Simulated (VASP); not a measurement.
# Cs (Fm-3m) in VASP: a series of runs, part 2 of 2

VASP 6.6.1. Earlier steps stand in the parts before.

### Step 4. Single point, revPBE (139.04 Å³/atom)

This run uses another cell than the first one, of 139.04 Å³/atom.

INCAR

```
PREC = Accurate ; ENCUT = 520
EDIFF = 1E-6 ; ISMEAR = -1
SIGMA = 0.1 ; LREAL = False
LASPH = True ; NELM = 60
ALGO = Normal ; ISIF = 2
LWAVE = False ; LCHARG = False
GGA = RE ; NBANDS = 10
```

KPOINTS

```
regular mesh
0
Gamma
  8 8 8
```

POSCAR

```
Cs
1.0
    0.0000000000      4.1118915079      4.1118915079
    4.1118915079      0.0000000000      4.1118915079
    4.1118915079      4.1118915079      0.0000000000
Cs
1
Direct
    0.0000000000      0.0000000000      0.0000000000
```

Potentials or basis: VASP PAW PBE potentials, release 64 (Cs_sv).

Started as:

```
> cat potpaw_PBE.64/Cs_sv/POTCAR > POTCAR
> mpirun -np 1 vasp_std > vasp.out
```

OUTCAR:

```text
PREC = Accurate
   ENCUT = 520
   EDIFF = 1E-6
   ISMEAR = -1
   LREAL = False
   LASPH = True
   NELM = 60
   ISIF = 2
   GGA = RE

 ion  position               nearest neighbor table
   1  0.000  0.000  0.000-

  LATTYP: Found a face centered cubic cell.
 ALAT       =     8.2237830158

  Lattice vectors:

 A1 = (   0.0000000000,   4.1118915079,   4.1118915079)
 A2 = (   4.1118915079,   0.0000000000,   4.1118915079)
 A3 = (   4.1118915079,   4.1118915079,   0.0000000000)

Analysis of symmetry for initial positions (statically):
=====================================================================
 Subroutine PRICEL returns:
 Original cell was already a primitive cell.

 Routine SETGRP: Setting up the symmetry group for a
 face centered cubic supercell.

 Subroutine GETGRP returns: Found 48 space group operations
 (whereof 48 operations were pure point group operations)
 out of a pool of 48 trial point group operations.

The static configuration has the point symmetry O_h .

Analysis of symmetry for dynamics (positions and initial velocities):
=====================================================================
 Subroutine PRICEL returns:
 Original cell was already a primitive cell.

 Routine SETGRP: Setting up the symmetry group for a
 face centered cubic supercell.

 Subroutine GETGRP returns: Found 48 space group operations
 (whereof 48 operations were pure point group operations)
 out of a pool of 48 trial point group operations.

The dynamic configuration has the point symmetry O_h .

 Subroutine INISYM returns: Found 48 space group operations
 (whereof 48 operations are pure point group operations),
 and found     1 'primitive' translations

----------------------------------------------------------------------------------------

                                     Primitive cell

  volume of cell :     139.0449

  direct lattice vectors                    reciprocal lattice vectors
     0.000000000  4.111891508  4.111891508    -0.121598539  0.121598539  0.121598539
     4.111891508  0.000000000  4.111891508     0.121598539 -0.121598539  0.121598539
     4.111891508  4.111891508  0.000000000     0.121598539  0.121598539 -0.121598539

  length of vectors
     5.815092737  5.815092737  5.815092737     0.210614848  0.210614848  0.210614848

  position of ions in fractional coordinates (direct lattice)
     0.000000000  0.000000000  0.000000000

  ion indices of the primitive-cell ions
   primitive index   ion index
                 1           1

----------------------------------------------------------------------------------------

 KPOINTS: regular mesh

Automatic generation of k-mesh.
 Grid dimensions read from file:
 generate k-points for:    8    8    8

 Generating k-lattice:

  Cartesian coordinates                     Fractional coordinates (reciprocal lattice)
    -0.015199817  0.015199817  0.015199817     0.125000000  0.000000000  0.000000000
     0.015199817 -0.015199817  0.015199817     0.000000000  0.125000000  0.000000000
     0.015199817  0.015199817 -0.015199817     0.000000000  0.000000000  0.125000000

  Length of vectors
     0.026326856  0.026326856  0.026326856

  Shift w.r.t. Gamma in fractional coordinates (k-lattice)
     0.000000000  0.000000000  0.000000000

 Subroutine IBZKPT returns following result:
 ===========================================

 Found     29 irreducible k-points:

 Following reciprocal coordinates:
            Coordinates               Weight
  0.000000  0.000000  0.000000      1.000000
  0.125000  0.000000  0.000000      8.000000
  0.250000  0.000000  0.000000      8.000000
  0.375000  0.000000  0.000000      8.000000
  0.500000  0.000000  0.000000      4.000000
  0.125000  0.125000  0.000000      6.000000
[... 16 lines left out ...]
  0.500000  0.250000  0.125000     48.000000
 -0.375000  0.250000  0.125000     24.000000
 [... further k-points ...]
   k-points           NKPTS =     29   k-points in BZ     NKDIM =     29   number of bands    NBANDS=     10
   number of dos      NEDOS =    301   number of ions     NIONS =      1
   total plane-waves  NPLWV = 110592
   dimension x,y,z NGX =    48 NGY =   48 NGZ =   48
   dimension x,y,z NGXF=    96 NGYF=   96 NGZF=   96
   ions per type =               1
   NGX,Y,Z   is equivalent  to a cutoff of  13.72, 13.72, 13.72 a.u.
   NGXF,Y,Z  is equivalent  to a cutoff of  27.45, 27.45, 27.45 a.u.
 SYSTEM =  unknown system
   PREC   = accura    normal or accurate (medium, high low for compatibility)
   ISTART =      0    job   : 0-new  1-cont  2-samecut
   ICHARG =      2    charge: 1-file 2-atom 10-const
   ISPIN  =      1    spin polarized calculation?
   LNONCOLLINEAR =      F non collinear calculations
   LSORBIT =      F    spin-orbit coupling
   LASPH  =      T    aspherical Exc in radial PAW
   ENCUT  =  520.0 eV  38.22 Ry    6.18 a.u.  10.81 10.81 10.81*2*pi/ulx,y,z
   NELM   =     60;   NELMIN=  2; NELMDL= -5     # of ELM steps
   EDIFF  = 0.1E-05   stopping-criterion for ELM
   LREAL  =      F    real-space projection
   EDIFFG = 0.1E-04   stopping-criterion for IOM
   NSW    =      0    number of steps for IOM
   IBRION =     -1    ionic relax: 0-MD 1-quasi-New 2-CG
   NFREE  =      0    steps in history (QN), initial steepest desc. (CG)
   ISIF   =      2    stress and relaxation
   ISYM   =      2    0-nonsym 1-usesym 2-fastsym
   POTIM  = 0.5000    time-step for ionic-motion
   TEBEG  =    0.0;   TEEND  =   0.0 temperature during run
   PSTRESS=    0.0 pullay stress
   NELECT =       9.0000    total number of electrons
   NUPDOWN=      -1.0000    fix difference up-down
   EMIN   =  10.00;   EMAX   =-10.00  energy-range for DOS
   EFERMI =   0.00;   METHOD = LEGACY
   ISMEAR =    -1;   SIGMA  =   0.10  broadening in eV -4-tet -1-fermi 0-gaus
   EFERMI_NEDOS =   21; number of points for ismear=-14 and -15
   IALGO  =     38    algorithm
   IMIX   =      4    mixing-type and parameters
     AMIX     =   0.40;   BMIX     =  1.00
     AMIX_MAG =   1.60;   BMIX_MAG =  1.00
  volume/ion in A,a.u.               =     139.04       938.32
  Fermi-wavevector in a.u.,A,eV,Ry     =   0.657311  1.242137  5.878497  0.432057
  Thomas-Fermi vector in A             =   1.728778
   LORBIT       =      0    0 simple, 1 ext, 2 COOP (PROOUT), +10 PAW based schemes
   GGA     = RE    functional components
   LHFCALC =     F    Hartree Fock is set to
   AEXX    =    0.0000 exact exchange contribution
   IVDW    =     0    specifies the selected vdW correction
   LEPSILON=     F    determine dielectric tensor
   LRPA    =     F    only Hartree local field effects (RPA)
 non-spin polarized calculation
  energy-cutoff  :      520.00
  volume of cell :      139.04
 maximum number of plane-waves:      3759
 NGX is ok and might be reduce to    48
   NGX = 21   NGY = 21   NGZ = 21

 number of electron       9.0000000 magnetization

 Free energy of the ion-electron system (eV)
  ---------------------------------------------------
  ext. energy  EPLUGINS =         0.00000000
  ---------------------------------------------------
  free energy    TOTEN  =        -0.77047411 eV

  energy without entropy =       -0.72731421  energy(sigma->0) =       -0.74889416

 E-fermi :   0.1189     XC(G=0):  -4.8452

 val. band max:        0.0351744784   @ k =   0.3750   0.3750   0.0000
 cond. band min:       0.1686732924   @ k =   0.5000   0.0000   0.0000
 fundamental gap:      0.1334988140
 Fermi energy:         0.1188637601

 k-point     1 :       0.0000    0.0000    0.0000
  band No.  band energies     occupation
      1     -23.8920      2.00000
      2     -10.6672      2.00000
      3     -10.6672      2.00000
      4     -10.6672      2.00000
      5      -1.3498      2.00000
      6       2.4934      0.00000
      7       2.4934      0.00000
      8       2.4934      0.00000
      9       3.4106      0.00000
     10       3.4106      0.00000
[... 287 lines left out ...]
 k-point    24 :      -0.3750    0.2500    0.1250
  band No.  band energies     occupation
      1     -23.8893      2.00000
      2     -10.7246      2.00000
      3     -10.6939      2.00000
      4     -10.6822      2.00000
      5       0.5480      0.02701
      6       0.7727      0.00289
      7       1.7639      0.00000
      8       2.5490      0.00000
      9       3.3766      0.00000
     10       4.0428      0.00000

 [... further k-points ...]

------------------------ aborting loop because EDIFF is reached ----------------------------------------

  FORCE on cell =-STRESS in cart. coord.  units (eV):
  Direction    XX          YY          ZZ          XY          YZ          ZX
  --------------------------------------------------------------------------------------
  -------------------------------------------------------------------------------------
  Total       -0.0822496     -0.0822496     -0.0822496      0.0000000      0.0000000      0.0000000
  in kB       -0.9477406     -0.9477406     -0.9477406      0.0000000      0.0000000      0.0000000
  external PRESSURE =      -0.9477406 kB  Pullay stress =       0.0000000 kB

 VOLUME and BASIS-vectors are now :
 -----------------------------------------------------------------------------
  energy-cutoff  :      520.00
  volume of cell :      139.04
      direct lattice vectors                 reciprocal lattice vectors
     0.000000000  4.111891508  4.111891508    -0.121598539  0.121598539  0.121598539
     4.111891508  0.000000000  4.111891508     0.121598539 -0.121598539  0.121598539
     4.111891508  4.111891508  0.000000000     0.121598539  0.121598539 -0.121598539

 POSITION                                       TOTAL-FORCE (eV/Angst)
 -----------------------------------------------------------------------------------
      0.00000      0.00000      0.00000         0.000000      0.000000      0.000000
 -----------------------------------------------------------------------------------
    total drift:                                0.000000      0.000000      0.000000

  FREE ENERGIE OF THE ION-ELECTRON SYSTEM (eV)
  ---------------------------------------------------
  free  energy   TOTEN  =        -0.7704741126 eV

  energy  without entropy=       -0.7273142102  energy(sigma->0) =       -0.74889416
```

OSZICAR:

```text
N       E                     dE             d eps       ncg     rms          rms(c)
DAV:   1     0.531020281332E+02    0.53102E+02   -0.26312E+03   580   0.591E+02
DAV:   2     0.435659846810E+01   -0.48745E+02   -0.47615E+02   796   0.104E+02
DAV:   3    -0.680627193493E+00   -0.50372E+01   -0.50327E+01   668   0.406E+01
DAV:   4    -0.761846027183E+00   -0.81219E-01   -0.81205E-01   732   0.576E+00
DAV:   5    -0.762304249462E+00   -0.45822E-03   -0.45821E-03   804   0.405E-01    0.166E-01
DAV:   6    -0.766297493340E+00   -0.39932E-02   -0.17515E-03   692   0.208E-01    0.119E-01
DAV:   7    -0.770436973733E+00   -0.41395E-02   -0.78299E-03   614   0.474E-01    0.301E-02
DAV:   8    -0.770467733659E+00   -0.30760E-04   -0.13949E-04   878   0.757E-02    0.662E-03
DAV:   9    -0.770474083284E+00   -0.63496E-05   -0.14094E-05   672   0.223E-02    0.477E-03
DAV:  10    -0.770474112552E+00   -0.29268E-07   -0.41945E-06   724   0.113E-02
   1 F= -.77047411E+00 E0= -.74889416E+00  d E =-.431599E-01
```

stdout:

```text
POSCAR found type information on POSCAR Cs
 POSCAR found :  1 types and       1 ions
 scaLAPACK will be used
 -----------------------------------------------------------------------------
|                                                                             |
|                                                                             |
|     You enforced a specific xc type in the INCAR file but a different       |
|     I HOPE YOU KNOW WHAT YOU ARE DOING!                                     |
|                                                                             |
 -----------------------------------------------------------------------------

 LDA part: xc-table for (Slater+PW92), standard interpolation
 POSCAR, INCAR and KPOINTS ok, starting setup
 FFT: planning ... GRIDC
 FFT: planning ... GRID_SOFT
 FFT: planning ... GRID
 WAVECAR not read
 entering main loop
```

Wall time 43 s (1 thread of Intel Xeon Platinum 8488C (Sapphire Rapids), shared host); peak memory 0.31 GiB.

What came out:

```yaml
Free_energy: -0.7705 eV
Pressure: -0.1 GPa
Band_gap_on_the_k_mesh: zero (an odd number of electrons rules out a gap without spin polarisation)
```

Levels at points of the mesh, in eV from the Fermi level:
| k point | band 3 | band 4 | band 5 | band 6 | band 7 | band 8 |
| --- | --- | --- | --- | --- | --- | --- |
| (0.00, 0.00, 0.00) | -10.79 | -10.79 | -1.47 | 2.37 | 2.37 | 2.37 |
| (0.50, 0.00, 0.00) | -10.80 | -10.80 | 0.05 | 0.60 | 2.25 | 2.25 |
| (0.50, 0.50, 0.00) | -10.81 | -10.81 | 0.39 | 1.15 | 1.17 | 3.51 |

Caveat: the PAW data sets were made with another functional, which shifts forces and pressure a little; spin-orbit coupling is left out, which moves the levels of the heavy elements.

### Step 5. Single point, revPBE (144.19 Å³/atom)

This run uses another cell than the first one, of 144.19 Å³/atom.

INCAR

```
  PREC = Accurate
  ENCUT = 520
  EDIFF = 1E-7
  ISMEAR = -1
  SIGMA = 0.1
  LREAL = False
  LASPH = True
  NELM = 100
  ALGO = Normal
  ISIF = 2
  LWAVE = False
  LCHARG = False
  GGA = RE
  NBANDS = 10
```

KPOINTS

```
Automatic mesh
0
Gamma
  8 8 8
```

POSCAR

```
Cs
1.0
    0.0000000000      4.1620414688      4.1620414688
    4.1620414688      0.0000000000      4.1620414688
    4.1620414688      4.1620414688      0.0000000000
Cs
1
Direct
    0.0000000000      0.0000000000      0.0000000000
```

Potentials or basis: VASP PAW PBE potentials, release 64 (Cs_sv).

Started as:

```
> cat potpaw_PBE.64/Cs_sv/POTCAR > POTCAR
> mpirun -np 1 vasp_std > vasp.out
```

OUTCAR:

```text
PREC = Accurate
   ENCUT = 520
   EDIFF = 1E-7
   ISMEAR = -1
   LREAL = False
   LASPH = True
   NELM = 100
   ISIF = 2
   GGA = RE

 ion  position               nearest neighbor table
   1  0.000  0.000  0.000-

  LATTYP: Found a face centered cubic cell.
 ALAT       =     8.3240829376

  Lattice vectors:

 A1 = (   0.0000000000,   4.1620414688,   4.1620414688)
 A2 = (   4.1620414688,   0.0000000000,   4.1620414688)
[... 489 lines left out ...]
      8       2.4398      0.00000
      9       3.2239      0.00000
     10       3.8853      0.00000

 [... further k-points ...]

------------------------ aborting loop because EDIFF is reached ----------------------------------------

  FORCE on cell =-STRESS in cart. coord.  units (eV):
  Direction    XX          YY          ZZ          XY          YZ          ZX
  --------------------------------------------------------------------------------------
  -------------------------------------------------------------------------------------
  Total       -0.1296536     -0.1296536     -0.1296536      0.0000000      0.0000000     -0.0000000
  in kB       -1.4406083     -1.4406083     -1.4406083      0.0000000      0.0000000     -0.0000000
  external PRESSURE =      -1.4406083 kB  Pullay stress =       0.0000000 kB

 VOLUME and BASIS-vectors are now :
 -----------------------------------------------------------------------------
  energy-cutoff  :      520.00
  volume of cell :      144.19
      direct lattice vectors                 reciprocal lattice vectors
     0.000000000  4.162041469  4.162041469    -0.120133354  0.120133354  0.120133354
     4.162041469  0.000000000  4.162041469     0.120133354 -0.120133354  0.120133354
     4.162041469  4.162041469  0.000000000     0.120133354  0.120133354 -0.120133354

 POSITION                                       TOTAL-FORCE (eV/Angst)
 -----------------------------------------------------------------------------------
      0.00000      0.00000      0.00000        -0.000000     -0.000000     -0.000000
 -----------------------------------------------------------------------------------
    total drift:                                0.000000      0.000000      0.000000

  FREE ENERGIE OF THE ION-ELECTRON SYSTEM (eV)
  ---------------------------------------------------
  free  energy   TOTEN  =        -0.7666878037 eV

  energy  without entropy=       -0.7232829028  energy(sigma->0) =       -0.74498535
```

It took 57 s on 1 thread of Intel Xeon Platinum 8488C (Sapphire Rapids), shared host; peak memory 0.3 GiB.

What came out:

* Free energy: -0.7667 eV
* Pressure: -0.1 GPa
* Band gap on the k mesh: zero (an odd number of electrons rules out a gap without spin polarisation)

Caveat: the PAW data sets were made with another functional, which shifts forces and pressure a little; spin-orbit coupling is left out, which moves the levels of the heavy elements.

### Step 6. Summary

| cell | gap on the mesh (eV) | pressure (GPa) |
| --- | --- | --- |
| a = 5.668 Å, angles 60.0°, 1 atom | none | 0.0 |
| a = 5.742 Å, angles 60.0°, 1 atom | none | -0.1 |
| a = 5.815 Å, angles 60.0°, 1 atom | none | -0.1 |
| a = 5.886 Å, angles 60.0°, 1 atom | none | -0.1 |

Alike in all rows: task single point; level revPBE; potentials or basis VASP PAW PBE potentials, release 64 (Cs_sv); no spin polarisation; k mesh 8 × 8 × 8; cutoff (eV) 520; smearing fermi-dirac 0.1 eV.

Caveats: the PAW data sets were made with another functional, which shifts forces and pressure a little; spin-orbit coupling is left out, which moves the levels of the heavy elements.

Absolute energies hang on the potentials; compare differences alone.
